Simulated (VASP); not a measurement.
Wanted: the native input for a VASP 6.6.1 run.

```
Task                   : relaxation of cell and atoms
Functional             : PBEsol
Potentials or basis    : VASP PAW PBE potentials, release 64 (Sb)
Cutoff                 : 600 eV
k mesh                 : 12 × 12 × 12
Occupations            : fermi-dirac, width 0.05 eV
Spin                   : no spin polarisation
Target pressure        : 10 GPa
Dipole correction      : no
Further INCAR settings : ALGO = Normal; EDIFF = 1e-07; IBRION = 2; EDIFFG = -0.01; NSW = 60; ISIF = 3
```

The structure of Sb lies in POSCAR:

```
Sb
1.0
   -1.5765401831      1.5765401831      2.7119384313
    1.5765401831     -1.5765401831      2.7119384313
    1.5765401831      1.5765401831     -2.7119384313
Sb
1
Direct
    0.0000000000      0.0000000000      0.0000000000
```

The input as run:

INCAR

```
SYSTEM = Sb
ALGO     = Normal         ! electronic algorithm
EDIFF    = 1E-7           ! SCF threshold, eV
EDIFFG   = -0.01          ! ionic threshold
ENCUT    = 600            ! plane-wave cutoff, eV
GGA      = PS             ! functional
IBRION   = 2              ! ionic algorithm
ISIF     = 3              ! what is computed and relaxed
ISMEAR   = -1             ! smearing method
LASPH    = .True.         ! aspherical terms in the spheres
LCHARG   = .False.        ! write CHGCAR
LREAL    = .False.        ! projectors in reciprocal space
LWAVE    = .False.        ! write WAVECAR
NELM     = 100            ! most SCF steps
NSW      = 60             ! ionic steps
PREC     = Accurate       ! precision mode
PSTRESS  = 100.0        
SIGMA    = 0.05           ! smearing width, eV
```

KPOINTS

```
k-points
0
Gamma
  12 12 12
  0 0 0
```

Potentials or basis: VASP PAW PBE potentials, release 64 (Sb).

Launch:

```sh
$ cat potpaw_PBE.64/Sb/POTCAR > POTCAR
$ mpirun -np 1 vasp_std > vasp.out
```

Results of the run:

The relaxed volume is 23.49 Å³/atom and the relaxed cell is a = 3.301 Å, b = 3.301 Å, c = 3.301 Å, α = 124.46°, β = 124.46°, γ = 82.43°. The space group after relaxing (to 0.05 Å) is I4/mmm (No. 139). The energy change on relaxing (the enthalpy is what falls) is +73.4 meV/atom. The ionic steps are 11 and the pressure after relaxing is 10.0 GPa.

Caveat: the cell is relaxed towards a set pressure, so the enthalpy falls and the energy may rise; the PAW data sets were made with another functional, which shifts forces and pressure a little.

Run time: 2.5 min on 1 thread of Intel(R) Xeon(R) Platinum 8375C CPU @ 2.90GHz (Ice Lake), on a shared host, peak memory 0.19 GiB.
